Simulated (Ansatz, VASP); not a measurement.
NbH: VASP beside Ansatz

```
Nb H
1.0
    -1.60696    1.57482    1.98430
     1.60696   -1.57482    1.98430
     1.60696    1.57482   -1.98430
Nb H
1 1
Direct
  0.00000 0.00000 0.00000
  0.50000 0.50000 0.00000
```

Change from the starting cell: strain -0.0200 x Voigt [0, 1, 0, 0, 0, 0], atoms carried along.

Alike in both runs: task single point; functional LDA; k mesh 20 × 20 × 20; occupations gaussian, width 0.15 eV; no spin polarisation.

|  | VASP | Ansatz |
| --- | --- | --- |
| version | VASP 6.6.1 | Ansatz 0.2.0 |
| potentials or method | VASP PAW LDA potentials, release 64 (Nb_sv, H), cutoff 520 eV | scalar-relativistic, plane waves, PAW |
| valence electrons in the cell | 14 | 14 |

Ansatz gave:

| Quantity | Value |
| --- | --- |
| gap on the k mesh at the Fermi level (eV) | none |
| pressure (GPa) | -7.5 |
| traceless stress, the component that is largest in VASP (GPa) | 1.67 |

Question: Which values does VASP return?

Answer: gap on the k mesh at the Fermi level (eV): none; pressure (GPa): -7.7; traceless stress, the component that is largest in VASP (GPa): 1.66.

LDA's correlation is that of Perdew and Zunger in VASP and of Perdew and Wang (1992) in Ansatz. A gap of «none» marks a metal or a gap that the smearing closes.
